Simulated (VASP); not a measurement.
# WSe2 in VASP: single point with PBEsol

Aim: the single point of WSe2 with PBEsol.

Everything below comes from runs of VASP 6.6.1. Logs are shortened: lines on timing, memory, paths and dates and some standing lists are left out, and cuts for length are marked.

### Step 1. The cell of the first run

The cell holds a slab with vacuum, 3 atoms: a = 3.237 Å, b = 3.364 Å, c = 15.913 Å, α = 90.17°, β = 93.52°, γ = 120.00°.

### Step 2. Single point, PBEsol (atoms moved at random and the cell strained at random)

Input file INCAR:

```
SYSTEM = WSe2
PREC     = Accurate       ! precision mode
ENCUT    = 520            ! plane-wave cutoff, eV
EDIFF    = 1E-6           ! SCF threshold, eV
ISMEAR   = 0              ! smearing method
SIGMA    = 0.05           ! smearing width, eV
LREAL    = .FALSE.        ! projectors in reciprocal space
LASPH    = .TRUE.         ! aspherical terms in the spheres
NELM     = 80             ! most SCF steps
ALGO     = Normal         ! electronic algorithm
ISIF     = 2              ! what is computed and relaxed
LWAVE    = .FALSE.        ! write WAVECAR
LCHARG   = .FALSE.        ! write CHGCAR
GGA      = PS             ! functional
NBANDS   = 20             ! bands
```

Input file KPOINTS:

```
regular mesh
0
G
  12 12 2
  0 0 0
```

Input file POSCAR:

```
WSe2
1.0
    3.2353865481     -0.0368847983     -0.0987296838
   -1.6496364464      2.9321770606     -0.0043170570
   -0.4956853730     -0.3112114703     15.9023313776
W Se
1 2
Direct
   -0.0499356361     -0.0844856657      0.0124162613
    0.3792369560      0.7498069128      0.0751291825
    0.3373653468      0.6680120862      0.9124545562
```

Potentials or basis: VASP PAW PBE potentials, release 64 (W_sv, Se).

Command:

```
$ cat potpaw_PBE.64/W_sv/POTCAR potpaw_PBE.64/Se/POTCAR > POTCAR
$ mpirun -np 1 vasp_std > vasp.out
```

OUTCAR:

```text
SYSTEM = WSe2
   PREC = Accurate
   ENCUT = 520
   EDIFF = 1E-6
   ISMEAR = 0
   LREAL = .FALSE.
   LASPH = .TRUE.
   NELM = 80
   ISIF = 2
   GGA = PS

 ion  position               nearest neighbor table
   1  0.950  0.916  0.012-   2 1.96   2 1.98   3 2.26   3 2.46   2 2.59   3 2.76
   2  0.379  0.750  0.075-   1 1.96   1 1.98   3 2.59   1 2.59
   3  0.337  0.668  0.912-   1 2.26   1 2.46   2 2.59   1 2.76

  LATTYP: Found a triclinic cell.
 ALAT       =     3.3027169573
 B/A-ratio  =     1.0186671847
 C/A-ratio  =     4.8181841127
 COS(alpha) =     0.0030535162
 COS(beta)  =     0.0632798465
 COS(gamma) =     0.5286425441

  Lattice vectors:

 A1 = (  -1.5857501017,  -2.8952922623,   0.1030467408)
 A2 = (   1.6496364464,  -2.9321770606,   0.0043170570)
 A3 = (  -0.4956853730,  -0.3112114703,  15.9023313776)

Analysis of symmetry for initial positions (statically):
=====================================================================
 Subroutine PRICEL returns:
 Original cell was already a primitive cell.

 Routine SETGRP: Setting up the symmetry group for a
 triclinic supercell.

 Subroutine GETGRP returns: Found  1 space group operations
 (whereof  1 operations were pure point group operations)
 out of a pool of  2 trial point group operations.

The static configuration has the point symmetry C_1 .

Analysis of symmetry for dynamics (positions and initial velocities):
=====================================================================
 Subroutine PRICEL returns:
 Original cell was already a primitive cell.

 Routine SETGRP: Setting up the symmetry group for a
 triclinic supercell.

 Subroutine GETGRP returns: Found  1 space group operations
 (whereof  1 operations were pure point group operations)
 out of a pool of  2 trial point group operations.

The dynamic configuration has the point symmetry C_1 .

 Subroutine INISYM returns: Found  1 space group operations
 (whereof  1 operations are pure point group operations),
 and found     1 'primitive' translations

----------------------------------------------------------------------------------------

                                     Primitive cell

  volume of cell :     149.6949

  direct lattice vectors                    reciprocal lattice vectors
     3.235386548 -0.036884798 -0.098729684     0.311481035  0.175257898  0.013138882
    -1.649636446  2.932177061 -0.004317057     0.004123589  0.343373530  0.006848416
[... 86 lines left out ...]
   NELM   =     80;   NELMIN=  2; NELMDL= -5     # of ELM steps
   EDIFF  = 0.1E-05   stopping-criterion for ELM
   LREAL  =      F    real-space projection
   EDIFFG = 0.1E-04   stopping-criterion for IOM
   NSW    =      0    number of steps for IOM
   IBRION =     -1    ionic relax: 0-MD 1-quasi-New 2-CG
   NFREE  =      0    steps in history (QN), initial steepest desc. (CG)
   ISIF   =      2    stress and relaxation
   ISYM   =      2    0-nonsym 1-usesym 2-fastsym
   POTIM  = 0.5000    time-step for ionic-motion
   TEBEG  =    0.0;   TEEND  =   0.0 temperature during run
   PSTRESS=    0.0 pullay stress
   NELECT =      26.0000    total number of electrons
   NUPDOWN=      -1.0000    fix difference up-down
   EMIN   =  10.00;   EMAX   =-10.00  energy-range for DOS
   EFERMI =   0.00;   METHOD = LEGACY
   ISMEAR =     0;   SIGMA  =   0.05  broadening in eV -4-tet -1-fermi 0-gaus
   EFERMI_NEDOS =   21; number of points for ismear=-14 and -15
   IALGO  =     38    algorithm
   IMIX   =      4    mixing-type and parameters
     AMIX     =   0.40;   BMIX     =  1.00
     AMIX_MAG =   1.60;   BMIX_MAG =  1.00
  volume/ion in A,a.u.               =      49.90       336.73
  Fermi-wavevector in a.u.,A,eV,Ry     =   0.913406  1.726086 11.351473  0.834310
  Thomas-Fermi vector in A             =   2.037913
   LORBIT       =      0    0 simple, 1 ext, 2 COOP (PROOUT), +10 PAW based schemes
   GGA     = PS    functional components
   LHFCALC =     F    Hartree Fock is set to
   AEXX    =    0.0000 exact exchange contribution
   IVDW    =     0    specifies the selected vdW correction
   LEPSILON=     F    determine dielectric tensor
   LRPA    =     F    only Hartree local field effects (RPA)
 non-spin polarized calculation
 Gauss-broadening in eV      SIGMA  =   0.05
  energy-cutoff  :      520.00
  volume of cell :      149.69
 maximum number of plane-waves:      4069
   NGX = 13   NGY = 13   NGZ = 59

 number of electron      25.9999997 magnetization

 Free energy of the ion-electron system (eV)
  ---------------------------------------------------
  ext. energy  EPLUGINS =         0.00000000
  ---------------------------------------------------
  free energy    TOTEN  =       -14.34872992 eV

  energy without entropy =      -14.34612746  energy(sigma->0) =      -14.34742869

 E-fermi :   0.2743     XC(G=0):  -4.6674

 val. band max:        0.2569539668   @ k =   0.0833   0.3333   0.0000
 cond. band min:       0.2858092249   @ k =  -0.4167   0.0833  -0.0000
 fundamental gap:      0.0288552581
 Fermi energy:         0.2743131709

 k-point     1 :       0.0000    0.0000    0.0000
  band No.  band energies     occupation
      1     -73.9916      2.00000
      2     -39.0114      2.00000
      3     -38.6955      2.00000
      4     -38.2791      2.00000
      5     -17.4867      2.00000
      6     -13.9835      2.00000
[... 541 lines left out ...]
     19       7.0381      0.00000
     20       7.7881      0.00000

 [... further k-points ...]

------------------------ aborting loop because EDIFF is reached ----------------------------------------

  FORCE on cell =-STRESS in cart. coord.  units (eV):
  Direction    XX          YY          ZZ          XY          YZ          ZX
  --------------------------------------------------------------------------------------
  -------------------------------------------------------------------------------------
  Total       50.9361695      6.6272012     29.0817039      0.0106701     -3.8807623      3.8057396
  in kB      545.1675478     70.9306383    311.2601789      0.1142018    -41.5356256     40.7326606
  external PRESSURE =     309.1194550 kB  Pullay stress =       0.0000000 kB

 VOLUME and BASIS-vectors are now :
 -----------------------------------------------------------------------------
  energy-cutoff  :      520.00
  volume of cell :      149.69
      direct lattice vectors                 reciprocal lattice vectors
     3.235386548 -0.036884798 -0.098729684     0.311481035  0.175257898  0.013138882
    -1.649636446  2.932177061 -0.004317057     0.004123589  0.343373530  0.006848416
    -0.495685373 -0.311211470 15.902331378     0.001934951  0.001181306  0.062967293

 POSITION                                       TOTAL-FORCE (eV/Angst)
 -----------------------------------------------------------------------------------
      1.55741      2.64554      0.09970         0.290617     12.200823    -13.377089
     -0.04717      2.16120      1.15405         1.900558     -8.951125     19.500718
     -0.46276      1.66232     14.47396        -2.191175     -3.249698     -6.123629
 -----------------------------------------------------------------------------------
    total drift:                                0.000158      0.000083     -0.000012

  FREE ENERGIE OF THE ION-ELECTRON SYSTEM (eV)
  ---------------------------------------------------
  free  energy   TOTEN  =       -14.3487299161 eV

  energy  without entropy=      -14.3461274593  energy(sigma->0) =      -14.34742869
```

OSZICAR:

```text
N       E                     dE             d eps       ncg     rms          rms(c)
DAV:   1     0.188134578094E+03    0.18813E+03   -0.12579E+04  7088   0.110E+03
DAV:   2    -0.192649539760E+01   -0.19006E+03   -0.18479E+03  7672   0.266E+02
DAV:   3    -0.150316928281E+02   -0.13105E+02   -0.12964E+02  7748   0.659E+01
[... 14 lines left out ...]
DAV:  18    -0.143487174649E+02   -0.41618E-04   -0.29394E-06  5444   0.621E-03    0.978E-04
DAV:  19    -0.143487240362E+02   -0.65713E-05   -0.28389E-07  6568   0.209E-03    0.729E-04
DAV:  20    -0.143487283441E+02   -0.43079E-05   -0.26140E-07  5316   0.147E-03    0.121E-04
DAV:  21    -0.143487294520E+02   -0.11079E-05   -0.60381E-08  5460   0.643E-04    0.161E-04
DAV:  22    -0.143487299161E+02   -0.46404E-06   -0.40524E-08  5132   0.452E-04
   1 F= -.14348730E+02 E0= -.14347429E+02  d E =-.260246E-02
```

It took 6 min on 1 thread of AMD EPYC 9R45 (Zen 5), shared host; peak memory 0.55 GiB.

Results:

```yaml
Free_energy: -14.3487 eV
Largest_force: 21.541 eV/Å
Band_gap_on_the_k_mesh: zero (bands 13 and 14 overlap by 1.52 eV)
```

Forces in eV/Å, atoms in the order of the input:
```
W     0.291  12.201 -13.377
Se    1.901  -8.951  19.501
Se   -2.191  -3.250  -6.124
```

Levels at points of the mesh, in eV from the Fermi level:
| k point | band 9 | band 10 | band 11 | band 12 | band 13 | band 14 | band 15 | band 16 | band 17 | band 18 |
| --- | --- | --- | --- | --- | --- | --- | --- | --- | --- | --- |
| (0.00, 0.00, 0.00) | -6.10 | -4.14 | -2.66 | -1.01 | -0.34 | 0.90 | 1.40 | 1.98 | 3.75 | 4.34 |
| (0.50, 0.00, 0.00) | -5.52 | -4.44 | -4.05 | -2.36 | -1.07 | -0.37 | 0.95 | 2.16 | 4.50 | 5.37 |
| (0.00, 0.50, 0.00) | -6.54 | -6.50 | -2.85 | -2.20 | 0.68 | 1.18 | 1.71 | 2.23 | 4.18 | 6.24 |
| (0.50, 0.50, 0.00) | -5.57 | -4.22 | -4.11 | -1.84 | -1.21 | -0.11 | 0.63 | 1.68 | 4.02 | 5.74 |
| (0.00, 0.00, 0.50) | -6.10 | -4.14 | -2.66 | -1.01 | -0.34 | 0.90 | 1.40 | 1.98 | 3.94 | 4.00 |
| (0.50, 0.00, 0.50) | -5.52 | -4.44 | -4.05 | -2.36 | -1.07 | -0.37 | 0.95 | 2.16 | 4.50 | 5.37 |
| (0.00, 0.50, 0.50) | -6.54 | -6.50 | -2.85 | -2.20 | 0.68 | 1.18 | 1.71 | 2.23 | 4.18 | 6.24 |
| (0.50, 0.50, 0.50) | -5.57 | -4.22 | -4.11 | -1.84 | -1.21 | -0.11 | 0.63 | 1.68 | 4.02 | 5.74 |

Caveat: the cell differs from its parent crystal (atoms moved at random and the cell strained at random); there is no dipole correction, which matters where the two faces differ; the PAW data sets were made with another functional, which shifts forces and pressure a little; spin-orbit coupling is left out, which moves the levels of the heavy elements.

The gap in the log of VASP goes by the Fermi energy; the results here count the filled bands.